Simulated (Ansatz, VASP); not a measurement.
One calculation of TiAl, two programs

```
Ti Al
1.0
    -2.84755    0.00000    0.00000
     0.00000    4.93210    0.00000
     1.42377   -2.46605   -4.61919
Ti Al
2 2
Direct
  0.50212 0.49241 0.00424
  0.99788 0.98817 0.99576
  0.75000 0.08901 0.50000
  0.25000 0.61212 0.50000
```

Change from the starting cell: mode 6 frozen in at +0.085 Å and mode 11 at -0.057 Å (largest displacements).

Alike in both runs: task single point; functional PBEsol; k mesh 16 × 16 × 16; occupations gaussian, width 0.15 eV; no spin polarisation.

|  | VASP | Ansatz |
| --- | --- | --- |
| version | VASP 6.6.1 | Ansatz 0.2.0 |
| potentials or method | VASP PAW PBE potentials, release 64 (Ti_sv, Al), cutoff 520 eV | scalar-relativistic, plane waves, PAW |
| valence electrons in the cell | 30 | 30 |

Ansatz gave:

- gap on the k mesh at the Fermi level (eV): none
- pressure (GPa): 0.4
- traceless stress, the component that is largest in VASP (GPa): -2.21
- rms of the force components (eV/Å): 0.279

Question: What did VASP give for the same quantities?

Answer: gap on the k mesh at the Fermi level (eV): none; pressure (GPa): 0.4; traceless stress, the component that is largest in VASP (GPa): -2.25; rms of the force components (eV/Å): 0.280.

VASP's potentials were made for PBE, not for PBEsol, and Ansatz warns of the same on its side. Atom by atom the forces differ by 0.001 eV/Å (rms over components). A gap of «none» marks a metal or a gap that the smearing closes.
